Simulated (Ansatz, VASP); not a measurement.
**CaO: VASP beside Ansatz**

```xyz
4
Lattice="4.0618 0.0000 0.0000 -2.0309 3.3967 0.0000 0.0000 0.0000 4.7848" Properties=species:S:1:pos:R:3 pbc="T T T"
Ca    0.0000    2.2644    3.5886
Ca    2.0309    1.1322    1.1962
O     0.0000    2.2644    1.1962
O     2.0309    1.1322    3.5886
```

Change from the starting cell: strain +0.0175 x Voigt [1, -1, 0, 0, 0, 0], atoms carried along.

Alike in both runs: task single point; functional PBEsol; k mesh 9 × 9 × 6; occupations gaussian, width 0.05 eV; no spin polarisation.

|  | VASP | Ansatz |
| --- | --- | --- |
| version | VASP 6.6.1 | Ansatz 0.2.0 |
| potentials or method | VASP PAW PBE potentials, release 64 (Ca_sv, O), cutoff 520 eV | scalar-relativistic, plane waves, PAW |
| valence electrons in the cell | 32 | 32 |

VASP gave:

```
gap on the k mesh at the Fermi level (eV)                     : 3.04
least direct gap on the mesh (eV)                             : 3.04
pressure (GPa)                                                : -1.8
traceless stress, the component that is largest in VASP (GPa) : 1.53
rms of the force components (eV/Å)                            : 0.113
```

Question: Which values does Ansatz return?

Answer: gap on the k mesh at the Fermi level (eV): 3.05; least direct gap on the mesh (eV): 3.05; pressure (GPa): -2.3; traceless stress, the component that is largest in VASP (GPa): 1.50; rms of the force components (eV/Å): 0.107.

VASP's potentials were made for PBE, not for PBEsol. Atom by atom the forces differ by 0.006 eV/Å (rms over components).
